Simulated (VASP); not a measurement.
Wanted: the native input for a VASP 6.6.1 run.

```yaml
Task: single point
Functional: r2SCAN-based global hybrid
Potentials_or_basis: VASP PAW PBE potentials, release 64 (C)
Cutoff: 520 eV
k_mesh: 7 × 7 × 4
Occupations: fermi-dirac, width 0.05 eV
Spin: no spin polarisation
Dipole_correction: no
Grid_for_exact_exchange_PRECFOCK: Normal
Share_of_exact_exchange: 0.25
Further_INCAR_settings: ALGO = Normal; EDIFF = 1e-06; NBANDS = 11
```

C:

```
C
1.0
     2.12732   -1.22828    0.00000
     2.12732    1.22828    0.00000
    -1.37907    0.00000    3.50283
C
2
Direct
  0.16664 0.16664 0.99991
  0.83336 0.83336 0.00009
```

One way to write it, as run:

POSCAR

```
C
1.0
    2.1273203072     -1.2282824400      0.0000000000
    2.1273203072      1.2282824400      0.0000000000
   -1.3790696309      0.0000000000      3.5028300786
C
2
Direct
    0.1666444700      0.1666444700      0.9999069600
    0.8333555300      0.8333555300      0.0000930400
```

INCAR.step1

```
SYSTEM = C
PREC = Accurate
ENCUT = 520
EDIFF = 1E-5
ISMEAR = -1
SIGMA = 0.05
LREAL = .FALSE.
LASPH = .TRUE.
NELM = 60
ALGO = Normal
ISIF = 2
LWAVE = .TRUE.
LCHARG = .FALSE.
GGA = PE
NBANDS = 11
```

INCAR.step2

```
SYSTEM = C
PREC = Accurate
ENCUT = 520
EDIFF = 1E-6
ISMEAR = -1
SIGMA = 0.05
LREAL = .FALSE.
LASPH = .TRUE.
NELM = 60
ALGO = Normal
ISIF = 2
LWAVE = .FALSE.
LCHARG = .FALSE.
METAGGA = R2SCAN
LHFCALC = .TRUE.
AEXX = 0.25
LMIXTAU = .TRUE.
PRECFOCK = Normal
ISTART = 1
NBANDS = 11
```

KPOINTS

```
Automatic mesh
0
G
  7 7 4
  0 0 0
```

Potentials or basis: VASP PAW PBE potentials, release 64 (C).

Command:

```console
$ cat potpaw_PBE.64/C/POTCAR > POTCAR
$ cp INCAR.step1 INCAR
$ mpirun -np 1 vasp_std > vasp.out
$ cp INCAR.step2 INCAR
$ mpirun -np 1 vasp_std > vasp.out
```

It gave:

```
Pressure               : -3.9 GPa
Largest force          : 0.015 eV/Å
Band gap on the k mesh : 3.58 eV, indirect (least direct gap 3.59 eV)
```

Caveat: the k points lie up to 0.45 Å⁻¹ apart; the PAW data sets were made with another functional, which shifts forces and pressure a little.

Wall time 6.4 min on 1 thread of Intel(R) Xeon(R) Platinum 8488C (Sapphire Rapids), on a shared host, peak memory 0.14 GiB.
